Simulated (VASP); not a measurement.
Write the native input for VASP 6.6.1 that does the following.

| Property | Result |
| --- | --- |
| Task | single point |
| Functional | PBEsol |
| Potentials or basis | VASP PAW PBE potentials, release 64 (Li_sv) |
| Cutoff | 520 eV |
| k mesh | 2 × 2 × 2 |
| Occupations | fermi-dirac, width 0.16 eV |
| Spin | no spin polarisation |
| Dipole correction | no |
| Further INCAR settings | LREAL = Auto; ALGO = Normal; EDIFF = 1e-07; NBANDS = 38 |

The structure of Li lies in POSCAR:

```
Li
1.0
    7.3128730000      0.0000000000      0.0000000000
    0.0000000000      7.3128730000      0.0000000000
    0.0000000000      0.0000000000      7.3128730000
Li
16
Direct
   -0.1061279199      0.0438404988     -0.0892535670
    0.5177718798     -0.0690699811     -0.1358836671
    0.1524571806      0.8316977472     -0.2318514215
    0.2027247020     -0.0764952434      0.1408201674
    0.0940533221      0.4286413835      0.1614550123
    0.4639353097      0.2954379216      0.0059073910
    0.5915732435      0.1141822099      0.5766953699
    0.7112252599      0.3595030298      0.2414919554
    0.0110353345      0.6598774517      0.4743416165
    0.5001727775      0.5992719961      0.2771414190
    0.3379656668      0.3131327455      0.5079262282
    0.6724033085      0.5473088347      0.5915458945
    0.8062904962      0.8873256790      0.3072937271
    0.9287321139      0.2570262057      0.7070545325
    0.3413295978      0.7939971062      0.4970686623
    0.7497600464      0.6511531104      0.9248485513
```

The input as run:

INCAR

```
ALGO = Normal
EDIFF = 1E-7
ENCUT = 520
GGA = PS
ISIF = 2
ISMEAR = -1
LASPH = T
LCHARG = F
LREAL = Auto
LWAVE = F
NBANDS = 38
NELM = 80
PREC = Accurate
SIGMA = 0.16
```

KPOINTS

```
k-points
0
Gamma
  2 2 2
```

Potentials or basis: VASP PAW PBE potentials, release 64 (Li_sv).

Launch:

```bash
$ cat potpaw_PBE.64/Li_sv/POTCAR > POTCAR
$ mpirun -np 1 vasp_std > vasp.out
```

Results of the run:

```json
{
 "Largest force": "1.165 eV/Å",
 "Band gap on the k mesh": "zero (bands 24 and 25 overlap by 0.61 eV)"
}
```

Caveat: the k points lie up to 0.43 Å⁻¹ apart, too coarse for converged energies and pressures of a metal; the atoms stand as in a frame of molecular dynamics; the PAW data sets were made with another functional, which shifts forces and pressure a little.

It took 100 s on 1 thread of Intel(R) Xeon(R) Platinum 8488C (Sapphire Rapids) (shared host), peak memory 0.37 GiB.
